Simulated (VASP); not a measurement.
# Sb (C2/c) in VASP: notebook

Runs on Sb. Level: PBE. Tasks: single point, relaxation of cell and atoms.

Everything below comes from runs of VASP 6.6.1. Logs are shortened: lines on timing, memory, paths and dates and some standing lists are left out, and cuts for length are marked.

### Step 1. The cell of the first run

Symmetry: C2/c, No. 15, monoclinic system. The conventional cell has a = 5.821 Å, b = 2.976 Å, c = 5.875 Å, α = 90.00°, β = 118.00°, γ = 90.00°. Sb (site symmetry 2) has 14 Sb at 2.98 to 3.74 Å within 3.9 Å.

### Step 2. Single point, PBE

Contents of INCAR:

```
SYSTEM = Sb
PREC = Accurate ; ENCUT = 520
EDIFF = 1E-7 ; ISMEAR = 0
SIGMA = 0.1 ; LREAL = .FALSE.
LASPH = .TRUE. ; NELM = 100
ALGO = Normal ; ISIF = 2
LWAVE = .FALSE. ; LCHARG = .FALSE.
GGA = PE ; NBANDS = 12
```

Contents of KPOINTS:

```
Automatic mesh
0
G
  6 6 4
  0 0 0
```

Contents of POSCAR:

```
Sb
1.0
    2.9106372900     -1.4879445300      0.0000000000
    2.9106372900      1.4879445300      0.0000000000
   -2.7580725800      0.0000000000      5.1873492700
Sb
2
Direct
    0.8895348800      0.1104651200      0.7500000000
    0.1104651200      0.8895348800      0.2500000000
```

Potentials or basis: VASP PAW PBE potentials, release 64 (Sb).

Launch:

```sh
$ cat potpaw_PBE.64/Sb/POTCAR > POTCAR
$ mpirun -np 1 vasp_std > vasp.out
```

OUTCAR:

```text
SYSTEM = Sb
   PREC = Accurate
   ENCUT = 520
   EDIFF = 1E-7
   ISMEAR = 0
   LREAL = .FALSE.
   LASPH = .TRUE.
   NELM = 100
   ISIF = 2
   GGA = PE

 ion  position               nearest neighbor table
   1  0.890  0.110  0.750-   2 3.01   2 3.01   2 3.12   2 3.12   2 3.70   2 3.70   2 3.74   2 3.74

   2  0.110  0.890  0.250-   1 3.01   1 3.01   1 3.12   1 3.12   1 3.70   1 3.70   1 3.74   1 3.74

  LATTYP: Found a base centered monoclinic cell.
 ALAT       =     5.8212745800
 B/A-ratio  =     0.5112091895
 C/A-ratio  =     1.0092281536
 COS(beta)  =    -0.4694596263

  Lattice vectors:

 A1 = (   2.9106372900,  -1.4879445300,   0.0000000000)
 A2 = (   2.9106372900,   1.4879445300,   0.0000000000)
 A3 = (  -2.7580725800,   0.0000000000,   5.1873492700)

Analysis of symmetry for initial positions (statically):
=====================================================================
 Subroutine PRICEL returns:
 Original cell was already a primitive cell.

 Routine SETGRP: Setting up the symmetry group for a
 base centered monoclinic supercell.

 Subroutine GETGRP returns: Found  4 space group operations
 (whereof  2 operations were pure point group operations)
 out of a pool of  4 trial point group operations.

The static configuration has the point symmetry S_2 .
 The point group associated with its full space group is C_2h.

Analysis of symmetry for dynamics (positions and initial velocities):
=====================================================================
 Subroutine PRICEL returns:
 Original cell was already a primitive cell.

 Routine SETGRP: Setting up the symmetry group for a
 base centered monoclinic supercell.

 Subroutine GETGRP returns: Found  4 space group operations
 (whereof  2 operations were pure point group operations)
 out of a pool of  4 trial point group operations.

The dynamic configuration has the point symmetry S_2 .
 The point group associated with its full space group is C_2h.

 Subroutine INISYM returns: Found  4 space group operations
 (whereof  2 operations are pure point group operations),
 and found     1 'primitive' translations

----------------------------------------------------------------------------------------

                                     Primitive cell

  volume of cell :      44.9314

  direct lattice vectors                    reciprocal lattice vectors
     2.910637290 -1.487944530  0.000000000     0.171783685 -0.336034032  0.091336027
     2.910637290  1.487944530  0.000000000     0.171783685  0.336034032  0.091336027
    -2.758072580  0.000000000  5.187349270     0.000000000  0.000000000  0.192776686

  length of vectors
     3.268912412  3.268912412  5.874994196     0.388292126  0.388292126  0.192776686

  position of ions in fractional coordinates (direct lattice)
     0.889534880  0.110465120  0.750000000
     0.110465120  0.889534880  0.250000000

  ion indices of the primitive-cell ions
   primitive index   ion index
                 1           1
                 2           2

----------------------------------------------------------------------------------------

 KPOINTS: Automatic mesh

Automatic generation of k-mesh.
 Grid dimensions read from file:
 generate k-points for:    6    6    4

 Generating k-lattice:

  Cartesian coordinates                     Fractional coordinates (reciprocal lattice)
     0.028630614 -0.056005672  0.015222671     0.166666667  0.000000000  0.000000000
     0.028630614  0.056005672  0.015222671     0.000000000  0.166666667  0.000000000
     0.000000000  0.000000000  0.048194171     0.000000000  0.000000000  0.250000000

  Length of vectors
     0.064715354  0.064715354  0.048194171

  Shift w.r.t. Gamma in fractional coordinates (k-lattice)
     0.000000000  0.000000000  0.000000000

 Subroutine IBZKPT returns following result:
 ===========================================

 Found     47 irreducible k-points:

 Following reciprocal coordinates:
            Coordinates               Weight
  0.000000  0.000000  0.000000      1.000000
  0.166667  0.000000  0.000000      4.000000
  0.333333  0.000000  0.000000      4.000000
  0.500000  0.000000  0.000000      2.000000
  0.166667  0.166667  0.000000      2.000000
  0.333333  0.166667  0.000000      4.000000
[... 16 lines left out ...]
 -0.333333  0.166667  0.250000      4.000000
 -0.166667  0.166667  0.250000      4.000000
 [... further k-points ...]
   k-points           NKPTS =     47   k-points in BZ     NKDIM =     47   number of bands    NBANDS=     12
   number of dos      NEDOS =    301   number of ions     NIONS =      2
   total plane-waves  NPLWV =  27648
   dimension x,y,z NGX =    24 NGY =   24 NGZ =   48
   dimension x,y,z NGXF=    48 NGYF=   48 NGZF=   96
   ions per type =               2
   NGX,Y,Z   is equivalent  to a cutoff of  12.21, 12.21, 13.58 a.u.
   NGXF,Y,Z  is equivalent  to a cutoff of  24.41, 24.41, 27.17 a.u.
 SYSTEM =  Sb
   PREC   = accura    normal or accurate (medium, high low for compatibility)
   ISTART =      0    job   : 0-new  1-cont  2-samecut
   ICHARG =      2    charge: 1-file 2-atom 10-const
   ISPIN  =      1    spin polarized calculation?
   LNONCOLLINEAR =      F non collinear calculations
   LSORBIT =      F    spin-orbit coupling
   LASPH  =      T    aspherical Exc in radial PAW
   ENCUT  =  520.0 eV  38.22 Ry    6.18 a.u.   6.08  6.08 10.92*2*pi/ulx,y,z
   NELM   =    100;   NELMIN=  2; NELMDL= -5     # of ELM steps
   EDIFF  = 0.1E-06   stopping-criterion for ELM
   LREAL  =      F    real-space projection
   EDIFFG = 0.1E-05   stopping-criterion for IOM
   NSW    =      0    number of steps for IOM
   IBRION =     -1    ionic relax: 0-MD 1-quasi-New 2-CG
   NFREE  =      0    steps in history (QN), initial steepest desc. (CG)
   ISIF   =      2    stress and relaxation
   ISYM   =      2    0-nonsym 1-usesym 2-fastsym
   POTIM  = 0.5000    time-step for ionic-motion
   TEBEG  =    0.0;   TEEND  =   0.0 temperature during run
   PSTRESS=    0.0 pullay stress
   NELECT =      10.0000    total number of electrons
   NUPDOWN=      -1.0000    fix difference up-down
   EMIN   =  10.00;   EMAX   =-10.00  energy-range for DOS
   EFERMI =   0.00;   METHOD = LEGACY
   ISMEAR =     0;   SIGMA  =   0.10  broadening in eV -4-tet -1-fermi 0-gaus
   EFERMI_NEDOS =   21; number of points for ismear=-14 and -15
   IALGO  =     38    algorithm
   IMIX   =      4    mixing-type and parameters
     AMIX     =   0.40;   BMIX     =  1.00
     AMIX_MAG =   1.60;   BMIX_MAG =  1.00
  volume/ion in A,a.u.               =      22.47       151.61
  Fermi-wavevector in a.u.,A,eV,Ry     =   0.992106  1.874808 13.391864  0.984274
  Thomas-Fermi vector in A             =   2.123894
   LORBIT       =      0    0 simple, 1 ext, 2 COOP (PROOUT), +10 PAW based schemes
   GGA     = PE    functional components
   LHFCALC =     F    Hartree Fock is set to
   AEXX    =    0.0000 exact exchange contribution
   IVDW    =     0    specifies the selected vdW correction
   LEPSILON=     F    determine dielectric tensor
   LRPA    =     F    only Hartree local field effects (RPA)
 non-spin polarized calculation
 Gauss-broadening in eV      SIGMA  =   0.10
  energy-cutoff  :      520.00
  volume of cell :       44.93
 maximum number of plane-waves:      1232
   NGX = 13   NGY = 13   NGZ = 21

 number of electron      10.0000000 magnetization

 Free energy of the ion-electron system (eV)
  ---------------------------------------------------
  ext. energy  EPLUGINS =         0.00000000
  ---------------------------------------------------
  free energy    TOTEN  =        -7.22529083 eV

  energy without entropy =       -7.22094325  energy(sigma->0) =       -7.22311704

 E-fermi :  11.2573     XC(G=0): -11.0318

 val. band max:       11.0800472120   @ k =   0.3333   0.0000   0.2500
 cond. band min:      11.2790400648   @ k =   0.5000   0.3333   0.5000
 fundamental gap:      0.1989928528
 Fermi energy:        11.2572686345

 k-point     1 :       0.0000    0.0000    0.0000
  band No.  band energies     occupation
      1      -3.4258      2.00000
      2       1.3578      2.00000
      3       3.9915      2.00000
      4      13.7736      0.00000
      5      17.3207      0.00000
      6      17.8612      0.00000
      7      17.9612      0.00000
      8      17.9742      0.00000
      9      18.0914      0.00000
     10      21.1341      0.00000
     11      21.8810      0.00000
     12      21.8847      0.00000

 k-point     2 :       0.1667    0.0000    0.0000
  band No.  band energies     occupation
      1      -2.7717      2.00000
      2       1.6827      2.00000
      3       4.9376      2.00000
      4      12.4673      0.00000
      5      13.5750      0.00000
      6      14.4703      0.00000
      7      15.8907      0.00000
      8      17.1352      0.00000
      9      18.6519      0.00000
     10      19.2064      0.00000
     11      20.3267      0.00000
     12      21.4187      0.00000

 k-point     3 :       0.3333    0.0000    0.0000
  band No.  band energies     occupation
      1      -0.8313      2.00000
      2       2.8752      2.00000
      3       7.2057      2.00000
      4       7.6500      2.00000
      5       9.7867      2.00000
      6      11.9296      0.00000
      7      13.8697      0.00000
      8      15.3228      0.00000
      9      17.3031      0.00000
     10      18.1280      0.00000
     11      19.1788      0.00000
     12      21.4143      0.00000
[... 286 lines left out ...]
 k-point    23 :      -0.3333    0.1667    0.2500
  band No.  band energies     occupation
      1       1.1235      2.00000
      2       4.0997      2.00000
      3       6.0948      2.00000
      4       6.6482      2.00000
      5       8.7676      2.00000
      6       9.6547      2.00000
      7      11.3452      0.21374
      8      15.6149      0.00000
      9      17.4965      0.00000
     10      18.7341      0.00000
     11      20.5196      0.00000
     12      21.6942      0.00000

 k-point    24 :      -0.1667    0.1667    0.2500
  band No.  band energies     occupation
      1      -1.1085      2.00000
      2       1.6863      2.00000
      3       8.1062      2.00000
      4       9.6075      2.00000
      5       9.8100      2.00000
      6      12.5490      0.00000
      7      13.3696      0.00000
      8      16.0486      0.00000
      9      18.2488      0.00000
     10      18.7619      0.00000
     11      19.8621      0.00000
     12      19.9029      0.00000

 [... further k-points ...]
[... 5 lines left out ...]
  --------------------------------------------------------------------------------------
  -------------------------------------------------------------------------------------
  Total        4.8677302      7.0871405      4.9231013      0.0000000      0.0000000      0.2771756
  in kB      173.5748354    252.7151692    175.5492749      0.0000000      0.0000000      9.8836029
  external PRESSURE =     200.6130932 kB  Pullay stress =       0.0000000 kB

 VOLUME and BASIS-vectors are now :
 -----------------------------------------------------------------------------
  energy-cutoff  :      520.00
  volume of cell :       44.93
      direct lattice vectors                 reciprocal lattice vectors
     2.910637290 -1.487944530  0.000000000     0.171783685 -0.336034032  0.091336027
     2.910637290  1.487944530  0.000000000     0.171783685  0.336034032  0.091336027
    -2.758072580  0.000000000  5.187349270     0.000000000  0.000000000  0.192776686

 POSITION                                       TOTAL-FORCE (eV/Angst)
 -----------------------------------------------------------------------------------
      0.84208     -1.15921      3.89051         0.000000      0.029138      0.000000
      2.22112      1.15921      1.29684        -0.000000     -0.029138      0.000000
 -----------------------------------------------------------------------------------
    total drift:                                0.000000      0.000000     -0.000000

  FREE ENERGIE OF THE ION-ELECTRON SYSTEM (eV)
  ---------------------------------------------------
  free  energy   TOTEN  =        -7.2252908267 eV

  energy  without entropy=       -7.2209432514  energy(sigma->0) =       -7.22311704
```

Wall time 15 s (1 thread of Intel Xeon Platinum 8375C at 2.90GHz (Ice Lake), shared host); peak memory 0.18 GiB.

What came out:

```yaml
Free_energy: -7.2253 eV
Pressure: 20.1 GPa
Largest_force: 0.029 eV/Å
Band_gap_on_the_k_mesh: zero (band 5 reaches 17.32 eV, above the bottom of band 6 at 8.31 eV)
```

Forces on the atoms (eV/Å):
```
Sb   0.000  0.029  0.000
Sb   0.000 -0.029  0.000
```

Levels at points of the mesh, in eV from the Fermi level:
```csv
k point,band 2,band 3,band 4,band 5,band 6,band 7,band 8,band 9
"(0.00, 0.00, 0.00)",-9.90,-7.27,2.52,6.06,6.60,6.70,6.72,6.83
"(0.50, 0.00, 0.00)",-7.92,-5.73,-5.29,-1.22,0.63,1.62,2.17,4.49
"(0.50, 0.50, 0.00)",-9.42,-7.16,-7.07,1.58,2.50,3.12,3.63,5.78
"(0.00, 0.00, 0.50)",-13.24,-1.05,-1.05,3.82,3.82,6.62,6.62,7.85
"(0.50, 0.00, 0.50)",-8.23,-5.70,-5.37,-0.73,0.58,1.76,1.84,4.83
"(0.50, 0.50, 0.50)",-10.27,-4.50,-4.50,-2.49,-2.49,3.66,3.66,7.35
```

Caveat: the k points lie up to 0.41 Å⁻¹ apart; spin-orbit coupling is left out, which moves the levels of the heavy elements.

### Step 3. Relaxation of cell and atoms, PBE

Contents of INCAR:

```
PREC = Accurate
ENCUT = 600
EDIFF = 1E-6
ISMEAR = 0
SIGMA = 0.1
LREAL = F
LASPH = T
NELM = 60
ALGO = Normal
ISIF = 3
LWAVE = F
LCHARG = F
GGA = PE
IBRION = 2
NSW = 90
EDIFFG = -0.04
```

Contents of KPOINTS:

```
Automatic mesh
0
Gamma
  6 6 4
```

POSCAR is that of step 2.

Potentials or basis: VASP PAW PBE potentials, release 64 (Sb).

Launch:

```sh
$ cat potpaw_PBE.64/Sb/POTCAR > POTCAR
$ mpirun -np 1 vasp_std > vasp.out
```

Run time: 89 s. Hardware: 1 thread of Intel Xeon Platinum 8375C at 2.90GHz (Ice Lake), shared host; peak memory 0.2 GiB.

Results (log left out):

| Item | Value |
| --- | --- |
| Free energy | -7.7709 eV |
| Relaxed volume | 27.68 Å³/atom |
| Relaxed cell | a = 3.488 Å, b = 3.488 Å, c = 6.169 Å, α = 113.38°, β = 113.38°, γ = 55.61° |
| Space group after relaxing (to 0.05 Å) | C2/c (No. 15) |
| Energy gained by relaxing | 272.8 meV/atom |
| Ionic steps | 7 |
| Pressure after relaxing | -0.1 GPa |
| Largest force after relaxing | 0.020 eV/Å |
| Band gap on the k mesh | zero (band 5 reaches 12.79 eV, above the bottom of band 6 at 5.70 eV) |

Forces in eV/Å, atoms in the order of the input:
```
Sb   0.000  0.020  0.000
Sb   0.000 -0.020  0.000
```

Stress tensor (GPa, compression positive):
```
-0.19  0.00  0.01
 0.00 -0.06  0.00
 0.01  0.00 -0.04
```

The path:
| step | energy change (eV) | largest force (eV/Å) | pressure (GPa) | volume (Å³) |
| --- | --- | --- | --- | --- |
| 1 | 0.0000 | 0.0291 | 20.06 | 44.93 |
| 2 | -0.2732 | 0.0244 | -6.81 | 65.77 |
| 3 | -0.5413 | 0.0090 | -0.15 | 55.32 |
| 4 | -0.5413 | 0.0096 | 0.09 | 55.10 |
| 5 | -0.5450 | 0.0184 | 0.19 | 55.07 |
| 6 | -0.5452 | 0.0220 | 0.23 | 55.06 |
| 7 | -0.5455 | 0.0204 | -0.10 | 55.36 |

Final structure:
```xyz
2
Lattice="3.0852 -1.6271 0.0438 3.0852 1.6271 0.0438 -2.8456 0.0000 5.4736" Properties=species:S:1:pos:R:3 pbc="T T T"
Sb    0.9509   -1.2652    4.1490
Sb    2.3737    1.2652    1.4122
```

Levels at points of the mesh, in eV from the Fermi level:
```tsv
k point	band 3	band 4	band 5	band 6	band 7	band 8
(0.00, 0.00, 0.00)	-5.76	2.22	4.54	4.74	4.80	5.40
(0.50, 0.00, 0.00)	-5.02	-4.17	-1.12	0.70	1.22	2.04
(0.50, 0.50, 0.00)	-5.66	-5.52	1.17	2.17	2.59	2.61
(0.00, 0.00, 0.50)	-0.84	-0.84	3.04	3.04	4.99	4.99
(0.50, 0.00, 0.50)	-4.88	-4.32	-0.47	0.50	1.47	1.75
(0.50, 0.50, 0.50)	-3.75	-3.75	-1.69	-1.69	2.63	2.63
```

Caveat: the k points lie up to 0.37 Å⁻¹ apart in the final cell; the volume moved by over 15 % at a fixed basis, so the end points are rough; spin-orbit coupling is left out, which moves the levels of the heavy elements.
